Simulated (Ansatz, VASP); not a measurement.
# Hf2SiO4: VASP beside Ansatz

```
Hf Si O
1.0
     3.20721    0.00000    0.00000
    -1.60361    2.77753    0.00000
     0.00000    0.00000   16.42877
Hf Si O
2 1 4
Direct
  0.00000 0.00000 0.67111
  0.00000 0.00000 0.32889
  0.00000 0.00000 0.00000
  0.33333 0.66667 0.61078
  0.66667 0.33333 0.38922
  0.66667 0.33333 0.73143
  0.33333 0.66667 0.26857
```

Alike in both runs: functional PBE; k mesh 12 × 12 × 2; occupations gaussian, width 0.1 eV; no spin polarisation.

Ansatz relaxed the structure, and its values are those at the end. VASP's run is a single point on that final structure, the one shown.

|  | VASP | Ansatz |
| --- | --- | --- |
| version | VASP 6.6.1 | Ansatz 0.2.0 |
| potentials or method | VASP PAW PBE potentials, release 64 (Hf_pv, Si, O), cutoff 520 eV | scalar-relativistic, plane waves, PAW |
| valence electrons in the cell | 48 | 80 |

```tsv
	VASP	Ansatz	Ansatz less VASP
gap on the k mesh at the Fermi level (eV)	none	none	-
pressure (GPa)	-1.4	0.0	+1.43
rms of the force components (eV/Å)	0.092	0.001	-0.0910
```

A gap of «none» marks a metal or a gap that the smearing closes. VASP's potentials hold 48 valence electrons a cell and Ansatz's 80, so a difference there can come from the potentials and not from the codes.

Neither program's run includes spin-orbit coupling.
